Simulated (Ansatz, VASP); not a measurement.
## Lu3TiN: VASP beside Ansatz

The input INCAR:

```
SYSTEM = Lu3TiN
  ALGO = Normal
  EDIFF = 1E-6
  ENCUT = 520
  GGA = PE
  ISIF = 2
  ISMEAR = 0
  ISPIN = 2
  LASPH = .True.
  LCHARG = .False.
  LMAXMIX = 4
  LORBIT = 11
  LREAL = .False.
  LWAVE = .False.
  MAGMOM = 0 0 0 1 0
  NBANDS = 58
  NELM = 150
  PREC = Accurate
  SIGMA = 0.1
```

File KPOINTS:

```
k-points
0
Gamma
  6 6 4
  0 0 0
```

Contents of POSCAR:

```
Lu3TiN
1.0
    5.0343254800      0.0000000000      0.0000000000
   -2.5171627400      4.3598537600      0.0000000000
    0.0000000000      0.0000000000      5.0563565300
Lu Ti N
3 1 1
Direct
    0.5000000000      0.0000000000      0.0000000000
    0.0000000000      0.5000000000      0.0000000000
    0.5000000000      0.5000000000      0.0000000000
    0.0000000000      0.0000000000      0.5000000000
    0.0000000000      0.0000000000      0.0000000000
```

Input for Ansatz:

```yaml
crystal:
  lattice:
    - [5.03432548, 0.0, 0.0]
    - [-2.51716274, 4.35985376, 0.0]
    - [0.0, 0.0, 5.05635653]
  atoms:
    - { symbol: Lu, position: [0.5, 0.0, 0.0] }
    - { symbol: Lu, position: [0.0, 0.5, 0.0] }
    - { symbol: Lu, position: [0.5, 0.5, 0.0] }
    - { symbol: Ti, position: [0.0, 0.0, 0.5], spin: 1.0 }
    - { symbol: "N", position: [0.0, 0.0, 0.0] }
basis:
  ecutwfc: 420
kpoints:
  mp_grid: { grid: [6, 6, 4] }
hamiltonian:
  xc: pbe
scf:
  occupations: { method: gaussian, width: 0.1 }
  lower_state_search: "off"
output:
  forces: true
  stress: true
  eigenvalues: true
  populations: true
magnetization:
  spin_polarized: true
```

Alike in both runs: task single point; functional PBE; k mesh 6 × 6 × 4; occupations gaussian, width 0.1 eV; collinear spin.

|  | VASP | Ansatz |
| --- | --- | --- |
| version | VASP 6.6.1 | Ansatz 0.2.0 |
| potentials or method | VASP PAW PBE potentials, release 64 (Lu, Ti_sv, N), cutoff 520 eV | scalar-relativistic, plane waves, PAW |
| valence electrons in the cell | 92 | 92 |

Ansatz gave:

* gap on the k mesh at the Fermi level (eV): none
* pressure (GPa): 9.6
* traceless stress, the component that is largest in VASP (GPa): -26.46
* net moment per atom (μB): 0.50
* size of the moment on the site where the two differ most (μB): 1.37

**Question.** Estimate VASP's values.

**Answer.** gap on the k mesh at the Fermi level (eV): none; pressure (GPa): 10.0; traceless stress, the component that is largest in VASP (GPa): -27.68; net moment per atom (μB): 0.00; size of the moment on the site where the two differ most (μB): 0.00.

The net moments are unlike, so the other rows may belong to different states. Site moments also hang on the region over which each program counts them. A gap of «none» marks a metal or a gap that the smearing closes.

Neither program's run includes spin-orbit coupling.
